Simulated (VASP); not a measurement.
# AlFe (Pm-3m) in VASP: a series of runs, part 2 of 2

VASP 6.6.1. The steps go on from the part before.

### Step 4. Single point, PBE, collinear spin, ferromagnetic start

File INCAR:

```
SYSTEM = AlFe
  PREC = Accurate
  ENCUT = 520
  EDIFF = 1E-6
  ISMEAR = -1
  SIGMA = 0.05
  LREAL = .FALSE.
  LASPH = .TRUE.
  NELM = 150
  ALGO = Normal
  ISIF = 2
  LWAVE = .FALSE.
  LCHARG = .FALSE.
  ISPIN = 2
  MAGMOM = 3.8 0
  LORBIT = 11
  NUPDOWN = 3.8
  LMAXMIX = 4
  GGA = PE
  NBANDS = 16
```

File KPOINTS:

```
regular mesh
0
G
  8 8 8
  0 0 0
```

File POSCAR:

```
AlFe
1.0
    2.9100000000      0.0000000000      0.0000000000
    0.0000000000      2.9100000000      0.0000000000
    0.0000000000      0.0000000000      2.9100000000
Fe Al
1 1
Direct
    0.5000000000      0.5000000000      0.5000000000
    0.0000000000      0.0000000000      0.0000000000
```

Potentials or basis: VASP PAW PBE potentials, release 64 (Fe, Al).

Command:

```console
$ cat potpaw_PBE.64/Fe/POTCAR potpaw_PBE.64/Al/POTCAR > POTCAR
$ mpirun -np 1 vasp_std > vasp.out
```

OUTCAR:

```text
SYSTEM = AlFe
   PREC = Accurate
   ENCUT = 520
   EDIFF = 1E-6
   ISMEAR = -1
   LREAL = .FALSE.
   LASPH = .TRUE.
   NELM = 150
   ISIF = 2
   ISPIN = 2
   LORBIT = 11
   NUPDOWN = 3.8
   GGA = PE

 ion  position               nearest neighbor table
   1  0.500  0.500  0.500-   2 2.52   2 2.52   2 2.52   2 2.52   2 2.52   2 2.52   2 2.52   2 2.52

   2  0.000  0.000  0.000-   1 2.52   1 2.52   1 2.52   1 2.52   1 2.52   1 2.52   1 2.52   1 2.52

  LATTYP: Found a simple cubic cell.
 ALAT       =     2.9100000000

  Lattice vectors:

 A1 = (   2.9100000000,   0.0000000000,   0.0000000000)
 A2 = (   0.0000000000,   2.9100000000,   0.0000000000)
 A3 = (   0.0000000000,   0.0000000000,   2.9100000000)

Analysis of symmetry for initial positions (statically):
=====================================================================
 Subroutine PRICEL returns:
 Original cell was already a primitive cell.

 Routine SETGRP: Setting up the symmetry group for a
 simple cubic supercell.

 Subroutine GETGRP returns: Found 48 space group operations
 (whereof 48 operations were pure point group operations)
 out of a pool of 48 trial point group operations.

The static configuration has the point symmetry O_h .
[... 649 lines left out ...]
      4       8.6939      0.00000
      5       8.6940      0.00000
      6       8.6942      0.00000
[... 435 lines left out ...]
      5       8.1028      0.00000
      6       8.2465      0.00000
[... 8 lines left out ...]
     15      28.0412      0.00000
     16      29.1409      0.00000

 [... further k-points ...]
[... 5 lines left out ...]
  --------------------------------------------------------------------------------------
  -------------------------------------------------------------------------------------
  Total        4.9783989      4.9783989      4.9783989     -0.0000000     -0.0000000      0.0000000
  in kB      323.6840532    323.6840532    323.6840532     -0.0000000     -0.0000000      0.0000000
  external PRESSURE =     323.6840532 kB  Pullay stress =       0.0000000 kB

 VOLUME and BASIS-vectors are now :
 -----------------------------------------------------------------------------
  energy-cutoff  :      520.00
  volume of cell :       24.64
      direct lattice vectors                 reciprocal lattice vectors
     2.910000000  0.000000000  0.000000000     0.343642612  0.000000000  0.000000000
     0.000000000  2.910000000  0.000000000     0.000000000  0.343642612  0.000000000
     0.000000000  0.000000000  2.910000000     0.000000000  0.000000000  0.343642612

 POSITION                                       TOTAL-FORCE (eV/Angst)
 -----------------------------------------------------------------------------------
      1.45500      1.45500      1.45500         0.000000      0.000000      0.000000
      0.00000      0.00000      0.00000         0.000000      0.000000      0.000000
 -----------------------------------------------------------------------------------
    total drift:                                0.000000     -0.000000     -0.000000

  FREE ENERGIE OF THE ION-ELECTRON SYSTEM (eV)
  ---------------------------------------------------
  free  energy   TOTEN  =       -10.4906093869 eV

  energy  without entropy=      -10.4761334581  energy(sigma->0) =      -10.48337142

 total charge

# of ion       s       p       d       tot
------------------------------------------
    1        0.498   0.585   6.112   7.195
    2        0.429   0.439   0.000   0.868
--------------------------------------------------
tot          0.927   1.024   6.112   8.063

 magnetization (x)

# of ion       s       p       d       tot
------------------------------------------
    1        0.104   0.152   3.079   3.335
    2        0.033   0.048   0.000   0.082
--------------------------------------------------
tot          0.137   0.200   3.079   3.416
```

stdout:

```text
POSCAR found type information on POSCAR FeAl
 POSCAR found :  2 types and       2 ions
 scaLAPACK will be used
 LDA part: xc-table for (Slater+PW92), standard interpolation
 POSCAR, INCAR and KPOINTS ok, starting setup
 FFT: planning ... GRIDC
 FFT: planning ... GRID_SOFT
 FFT: planning ... GRID
 WAVECAR not read
 entering main loop
```

Run time: 15 s. Hardware: 1 thread of Intel Xeon Platinum 8488C (Sapphire Rapids), shared host; peak memory 0.16 GiB.

What came out:

```
Free energy                                           : -10.4906 eV
Pressure                                              : 32.4 GPa
Net moment                                            : 3.80 μB per cell
Site moments                                          : Fe +3.33; Al +0.08 μB
Valence electrons inside the program's atomic spheres : Fe 7.20; Al 0.87
```

Caveat: the total moment is fixed, so each spin has its own Fermi level.

### Step 5. Single point, PBE, collinear spin, ferromagnetic start

File INCAR:

```
PREC = Accurate
ENCUT = 520
EDIFF = 1E-7
ISMEAR = -1
SIGMA = 0.05
LREAL = F
LASPH = T
NELM = 150
ALGO = Normal
ISIF = 2
LWAVE = F
LCHARG = T
ISPIN = 2
MAGMOM = 4.5 0
LORBIT = 11
NUPDOWN = 4.5
LMAXMIX = 4
GGA = PE
LELF = T
LVHAR = T
NBANDS = 16
```

File KPOINTS:

```
Automatic mesh
0
Gamma
  8 8 8
```

POSCAR is that of step 4.

Command:

```console
$ cat potpaw_PBE.64/Fe/POTCAR potpaw_PBE.64/Al/POTCAR > POTCAR
$ mpirun -np 1 vasp_std > vasp.out
```

Wall time 16 s (1 thread of Intel Xeon Platinum 8488C (Sapphire Rapids), shared host); peak memory 0.16 GiB.

It converged, with:

```
Free energy                                           : -9.0751 eV
Pressure                                              : 45.8 GPa
Net moment                                            : 4.50 μB per cell
Site moments                                          : Fe +3.74; Al +0.15 μB
Valence electrons inside the program's atomic spheres : Fe 7.13; Al 0.89
```

Caveat: the total moment is fixed, so each spin has its own Fermi level.

### Step 6. Single point, PBE, collinear spin, ferromagnetic start

File INCAR:

```
  PREC = Accurate
  ENCUT = 520
  EDIFF = 1E-7
  ISMEAR = -1
  SIGMA = 0.05
  LREAL = False
  LASPH = True
  NELM = 150
  ALGO = Normal
  ISIF = 2
  LWAVE = False
  LCHARG = False
  ISPIN = 2
  MAGMOM = 6 0
  LORBIT = 11
  NUPDOWN = 6.0
  LMAXMIX = 4
  GGA = PE
  NBANDS = 16
```

File KPOINTS:

```
regular mesh
0
Gamma
  8 8 8
```

POSCAR is that of step 5.

Potentials or basis: VASP PAW PBE potentials, release 64 (Fe, Al).

Command:

```console
$ cat potpaw_PBE.64/Fe/POTCAR potpaw_PBE.64/Al/POTCAR > POTCAR
$ mpirun -np 1 vasp_std > vasp.out
```

Run time: 15 s. Hardware: 1 thread of Intel Xeon Platinum 8488C (Sapphire Rapids), shared host; peak memory 0.15 GiB.

Results (log left out):

- Free energy: -4.5717 eV
- Pressure: 80.1 GPa
- Net moment: 6.00 μB per cell
- Site moments: Fe +4.47; Al +0.34 μB
- Valence electrons inside the program's atomic spheres: Fe 7.02; Al 0.94

Caveat: the total moment is fixed, so each spin has its own Fermi level.

### Step 7. Overview

| fixed moment (μB) | pressure (GPa) | moment (μB) |
| --- | --- | --- |
| 2.2 | 6.8 | 2.20 |
| 3.0 | 16.5 | 3.00 |
| 3.8 | 32.4 | 3.80 |
| 4.5 | 45.8 | 4.50 |
| 6.0 | 80.1 | 6.00 |

Alike in all rows: task single point; level PBE; potentials or basis VASP PAW PBE potentials, release 64 (Fe, Al); spin collinear, ferromagnetic start; cell as given; k mesh 8 × 8 × 8; cutoff (eV) 520; smearing fermi-dirac 0.05 eV.

Caveats: the total moment is fixed, so each spin has its own Fermi level.

Total energies depend on the potentials used, so only differences within one code and one set of settings carry meaning.
